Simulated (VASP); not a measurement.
# Y3Si2 (R-3m) in VASP: single point with PBE

Aim: the single point of Y3Si2 with PBE.

All numbers are computed with VASP 6.6.1; they aren't measurements. Logs are shortened: lines on timing, memory, paths and dates and some standing lists are left out, and cuts for length are marked.

### 1 The cell of the first run

The structure is trigonal, space group R-3m (No. 166). Conventional cell: a = 5.365 Å, b = 5.365 Å, c = 16.428 Å, α = 90.00°, β = 90.00°, γ = 120.00°. Within 4.3 Å of Y (site symmetry -3m) lie 6 Y at 3.29 Å and 8 Si at 3.29 to 3.79 Å. Within 4.3 Å of Y (site symmetry 3m) lie 7 Y at 3.29 to 3.79 Å and 7 Si at 3.29 to 3.79 Å. Si (site symmetry 3m) has 11 Y at 3.29 to 3.79 Å and 3 Si at 3.29 Å within 4.3 Å.

### 2 Single point, PBE

INCAR reads:

```
  PREC = Accurate
  ENCUT = 520
  EDIFF = 1E-7
  ISMEAR = 0
  SIGMA = 0.1
  LREAL = False
  LASPH = True
  NELM = 100
  ALGO = Fast
  ISIF = 2
  LWAVE = False
  LCHARG = False
  GGA = PE
  NBANDS = 28
```

KPOINTS reads:

```
Automatic mesh
0
Gamma
  6 6 6
```

POSCAR reads:

```
Y3Si2
1.0
    2.6827326500      1.5488764200      5.4761050900
   -2.6827326500      1.5488764200      5.4761050900
    0.0000000000     -3.0977528300      5.4761050900
Y Si
3 2
Direct
    0.0000000000      0.0000000000      0.0000000000
    0.6000000000      0.6000000000      0.6000000000
    0.4000000000      0.4000000000      0.4000000000
    0.2000000000      0.2000000000      0.2000000000
    0.8000000000      0.8000000000      0.8000000000
```

Potentials or basis: VASP PAW PBE potentials, release 64 (Y_sv, Si).

On the command line:

```bash
> cat potpaw_PBE.64/Y_sv/POTCAR potpaw_PBE.64/Si/POTCAR > POTCAR
> mpirun -np 1 vasp_std > vasp.out
```

OUTCAR:

```text
PREC = Accurate
   ENCUT = 520
   EDIFF = 1E-7
   ISMEAR = 0
   LREAL = False
   LASPH = True
   NELM = 100
   ISIF = 2
   GGA = PE

 ion  position               nearest neighbor table
   1  0.000  0.000  0.000-   2 3.29   3 3.29   2 3.29   2 3.29   3 3.29   3 3.29   5 3.29   4 3.29

   2  0.600  0.600  0.600-   4 3.29   1 3.29   4 3.29   4 3.29   1 3.29   1 3.29   5 3.29   3 3.29
                             3 3.79   3 3.79   3 3.79
   3  0.400  0.400  0.400-   1 3.29   5 3.29   1 3.29   1 3.29   5 3.29   5 3.29   4 3.29   2 3.29
                             2 3.79   2 3.79   2 3.79
   4  0.200  0.200  0.200-   2 3.29   2 3.29   2 3.29   3 3.29   1 3.29
   5  0.800  0.800  0.800-   3 3.29   3 3.29   3 3.29   2 3.29   1 3.29

  LATTYP: Found a trigonal (rhomboedric) cell.
 ALAT       =     6.2915657505
 COS(alpha) =     0.6363636365

  Lattice vectors:

 A1 = (   2.6827326500,   1.5488764200,   5.4761050900)
 A2 = (  -2.6827326500,   1.5488764200,   5.4761050900)
 A3 = (   0.0000000000,  -3.0977528300,   5.4761050900)

Analysis of symmetry for initial positions (statically):
=====================================================================
 Subroutine PRICEL returns:
 Original cell was already a primitive cell.

 Routine SETGRP: Setting up the symmetry group for a
 trigonal (rhombohedral) supercell.

 Subroutine GETGRP returns: Found 12 space group operations
 (whereof 12 operations were pure point group operations)
 out of a pool of 12 trial point group operations.

The static configuration has the point symmetry D_3d.

Analysis of symmetry for dynamics (positions and initial velocities):
=====================================================================
 Subroutine PRICEL returns:
 Original cell was already a primitive cell.

 Routine SETGRP: Setting up the symmetry group for a
 trigonal (rhombohedral) supercell.

 Subroutine GETGRP returns: Found 12 space group operations
 (whereof 12 operations were pure point group operations)
 out of a pool of 12 trial point group operations.

The dynamic configuration has the point symmetry D_3d.

 Subroutine INISYM returns: Found 12 space group operations
 (whereof 12 operations are pure point group operations),
 and found     1 'primitive' translations

----------------------------------------------------------------------------------------

                                     Primitive cell

  volume of cell :     136.5266

  direct lattice vectors                    reciprocal lattice vectors
     2.682732650  1.548876420  5.476105090     0.186377126  0.107604884  0.060870514
    -2.682732650  1.548876420  5.476105090    -0.186377126  0.107604884  0.060870514
     0.000000000 -3.097752830  5.476105090     0.000000000 -0.215209767  0.060870514

  length of vectors
     6.291565750  6.291565750  6.291565747     0.223652551  0.223652551  0.223652551

  position of ions in fractional coordinates (direct lattice)
     0.000000000  0.000000000  0.000000000
     0.600000000  0.600000000  0.600000000
     0.400000000  0.400000000  0.400000000
     0.200000000  0.200000000  0.200000000
     0.800000000  0.800000000  0.800000000

  ion indices of the primitive-cell ions
   primitive index   ion index
                 1           1
                 2           2
                 3           3
                 4           4
                 5           5

----------------------------------------------------------------------------------------

 KPOINTS: Automatic mesh

Automatic generation of k-mesh.
 Grid dimensions read from file:
 generate k-points for:    6    6    6

 Generating k-lattice:

  Cartesian coordinates                     Fractional coordinates (reciprocal lattice)
     0.031062854  0.017934147  0.010145086     0.166666667  0.000000000  0.000000000
    -0.031062854  0.017934147  0.010145086     0.000000000  0.166666667  0.000000000
     0.000000000 -0.035868295  0.010145086     0.000000000  0.000000000  0.166666667

  Length of vectors
     0.037275425  0.037275425  0.037275425

  Shift w.r.t. Gamma in fractional coordinates (k-lattice)
     0.000000000  0.000000000  0.000000000

 Subroutine IBZKPT returns following result:
 ===========================================

 Found     32 irreducible k-points:

 Following reciprocal coordinates:
            Coordinates               Weight
  0.000000  0.000000  0.000000      1.000000
  0.166667  0.000000 -0.000000      6.000000
  0.333333  0.000000  0.000000      6.000000
  0.500000  0.000000 -0.000000      3.000000
  0.166667  0.166667 -0.000000      6.000000
  0.333333  0.166667  0.000000     12.000000
[... 16 lines left out ...]
  0.500000  0.500000  0.166667      6.000000
 -0.333333  0.500000  0.166667     12.000000
 [... further k-points ...]
   k-points           NKPTS =     32   k-points in BZ     NKDIM =     32   number of bands    NBANDS=     28
   number of dos      NEDOS =    301   number of ions     NIONS =      5
   total plane-waves  NPLWV = 110592
   dimension x,y,z NGX =    48 NGY =   48 NGZ =   48
   dimension x,y,z NGXF=    96 NGYF=   96 NGZF=   96
   ions per type =               3   2
   NGX,Y,Z   is equivalent  to a cutoff of  12.68, 12.68, 12.68 a.u.
   NGXF,Y,Z  is equivalent  to a cutoff of  25.37, 25.37, 25.37 a.u.
 SYSTEM =  unknown system
   PREC   = accura    normal or accurate (medium, high low for compatibility)
   ISTART =      0    job   : 0-new  1-cont  2-samecut
   ICHARG =      2    charge: 1-file 2-atom 10-const
   ISPIN  =      1    spin polarized calculation?
   LNONCOLLINEAR =      F non collinear calculations
   LSORBIT =      F    spin-orbit coupling
   LASPH  =      T    aspherical Exc in radial PAW
   ENCUT  =  520.0 eV  38.22 Ry    6.18 a.u.  11.70 11.70 11.70*2*pi/ulx,y,z
   NELM   =    100;   NELMIN=  2; NELMDL= -5     # of ELM steps
   EDIFF  = 0.1E-06   stopping-criterion for ELM
   LREAL  =      F    real-space projection
   EDIFFG = 0.1E-05   stopping-criterion for IOM
   NSW    =      0    number of steps for IOM
   IBRION =     -1    ionic relax: 0-MD 1-quasi-New 2-CG
   NFREE  =      0    steps in history (QN), initial steepest desc. (CG)
   ISIF   =      2    stress and relaxation
   ISYM   =      2    0-nonsym 1-usesym 2-fastsym
   POTIM  = 0.5000    time-step for ionic-motion
   TEBEG  =    0.0;   TEEND  =   0.0 temperature during run
   PSTRESS=    0.0 pullay stress
   NELECT =      41.0000    total number of electrons
   NUPDOWN=      -1.0000    fix difference up-down
   EMIN   =  10.00;   EMAX   =-10.00  energy-range for DOS
   EFERMI =   0.00;   METHOD = LEGACY
   ISMEAR =     0;   SIGMA  =   0.10  broadening in eV -4-tet -1-fermi 0-gaus
   EFERMI_NEDOS =   21; number of points for ismear=-14 and -15
   IALGO  =     68    algorithm
   IMIX   =      4    mixing-type and parameters
     AMIX     =   0.40;   BMIX     =  1.00
     AMIX_MAG =   1.60;   BMIX_MAG =  1.00
  volume/ion in A,a.u.               =      27.31       184.27
  Fermi-wavevector in a.u.,A,eV,Ry     =   1.096302  2.071711 16.352558  1.201879
  Thomas-Fermi vector in A             =   2.232642
   LORBIT       =      0    0 simple, 1 ext, 2 COOP (PROOUT), +10 PAW based schemes
   GGA     = PE    functional components
   LHFCALC =     F    Hartree Fock is set to
   AEXX    =    0.0000 exact exchange contribution
   IVDW    =     0    specifies the selected vdW correction
   LEPSILON=     F    determine dielectric tensor
   LRPA    =     F    only Hartree local field effects (RPA)
 non-spin polarized calculation
 RMM-DIIS sequential band-by-band and
 Gauss-broadening in eV      SIGMA  =   0.10
  energy-cutoff  :      520.00
  volume of cell :      136.53
 maximum number of plane-waves:      3689
   NGX = 23   NGY = 23   NGZ = 23

 number of electron      41.0000001 magnetization

 Free energy of the ion-electron system (eV)
  ---------------------------------------------------
  ext. energy  EPLUGINS =         0.00000000
  ---------------------------------------------------
  free energy    TOTEN  =       -29.38687993 eV

  energy without entropy =      -29.35444253  energy(sigma->0) =      -29.37066123

 E-fermi :   4.0079     XC(G=0):  -9.6126

 val. band max:        3.9917612063   @ k =   0.3333   0.3333   0.0000
 cond. band min:       4.0189997685   @ k =   0.1667   0.1667   0.1667
 fundamental gap:      0.0272385622
 Fermi energy:         4.0079417966

 k-point     1 :       0.0000    0.0000    0.0000
  band No.  band energies     occupation
      1     -38.9773      2.00000
      2     -38.8387      2.00000
      3     -38.8346      2.00000
      4     -19.1606      2.00000
      5     -19.1606      2.00000
      6     -19.0873      2.00000
[... 20 lines left out ...]
     27       6.4298      0.00000
     28       6.4298      0.00000

 k-point     2 :       0.1667    0.0000   -0.0000
  band No.  band energies     occupation
      1     -38.9700      2.00000
      2     -38.8468      2.00000
      3     -38.8339      2.00000
      4     -19.1808      2.00000
      5     -19.1794      2.00000
      6     -19.0621      2.00000
[... 20 lines left out ...]
     27       6.3941      0.00000
     28       6.5055      0.00000

 k-point     3 :       0.3333    0.0000    0.0000
  band No.  band energies     occupation
      1     -38.9521      2.00000
      2     -38.8642      2.00000
      3     -38.8346      2.00000
      4     -19.2121      2.00000
      5     -19.2108      2.00000
      6     -19.0190      2.00000
[... 20 lines left out ...]
     27       6.5729      0.00000
     28       6.6366      0.00000

 k-point     4 :       0.5000    0.0000   -0.0000
  band No.  band energies     occupation
      1     -38.9397      2.00000
      2     -38.8761      2.00000
      3     -38.8351      2.00000
      4     -19.2267      2.00000
      5     -19.2231      2.00000
      6     -19.0128      2.00000
[... 578 lines left out ...]
     27       6.1253      0.00000
     28       6.4730      0.00000

 k-point    23 :       0.5000    0.5000    0.1667
  band No.  band energies     occupation
      1     -38.9496      2.00000
      2     -38.8657      2.00000
      3     -38.8356      2.00000
      4     -19.2243      2.00000
      5     -19.1567      2.00000
      6     -19.0407      2.00000
[... 20 lines left out ...]
     27       6.3014      0.00000
     28       6.5175      0.00000

 k-point    24 :      -0.3333    0.5000    0.1667
  band No.  band energies     occupation
      1     -38.9403      2.00000
      2     -38.8694      2.00000
      3     -38.8413      2.00000
      4     -19.2388      2.00000
      5     -19.1640      2.00000
      6     -19.0241      2.00000
[... 20 lines left out ...]
     27       6.0807      0.00000
     28       6.4261      0.00000

 [... further k-points ...]
[... 5 lines left out ...]
  --------------------------------------------------------------------------------------
  -------------------------------------------------------------------------------------
  Total       -3.3048429     -3.3048429    -10.1731489      0.0000000     -0.0000000     -0.0000000
  in kB      -38.7832518    -38.7832517   -119.3847339      0.0000000     -0.0000001     -0.0000000
  external PRESSURE =     -65.6504124 kB  Pullay stress =       0.0000000 kB

 VOLUME and BASIS-vectors are now :
 -----------------------------------------------------------------------------
  energy-cutoff  :      520.00
  volume of cell :      136.53
      direct lattice vectors                 reciprocal lattice vectors
     2.682732650  1.548876420  5.476105090     0.186377126  0.107604884  0.060870514
    -2.682732650  1.548876420  5.476105090    -0.186377126  0.107604884  0.060870514
     0.000000000 -3.097752830  5.476105090     0.000000000 -0.215209767  0.060870514

 POSITION                                       TOTAL-FORCE (eV/Angst)
 -----------------------------------------------------------------------------------
      0.00000      0.00000      0.00000         0.000000     -0.000000     -0.000000
      0.00000      0.00000      9.85699         0.000000      0.000000      0.175719
      0.00000      0.00000      6.57133         0.000000     -0.000000     -0.175719
      0.00000      0.00000      3.28566         0.000000      0.000000      0.647231
      0.00000      0.00000     13.14265         0.000000     -0.000000     -0.647231
 -----------------------------------------------------------------------------------
    total drift:                                0.000000      0.000000     -0.000000

  FREE ENERGIE OF THE ION-ELECTRON SYSTEM (eV)
  ---------------------------------------------------
  free  energy   TOTEN  =       -29.3868799286 eV

  energy  without entropy=      -29.3544425270  energy(sigma->0) =      -29.37066123
```

It took 2.8 min on 1 thread of Intel Xeon 6975P-C (Granite Rapids), shared host; peak memory 0.38 GiB.

What came out:

```
Free energy   : -29.3869 eV
Pressure      : -6.6 GPa
Largest force : 0.647 eV/Å
```

Forces on the atoms (eV/Å):
```
Y    0.000  0.000  0.000
Y    0.000  0.000  0.176
Y    0.000  0.000 -0.176
Si   0.000  0.000  0.647
Si   0.000  0.000 -0.647
```

Stress tensor (GPa, compression positive):
```
 -3.88   0.00   0.00
  0.00  -3.88   0.00
  0.00   0.00 -11.94
```
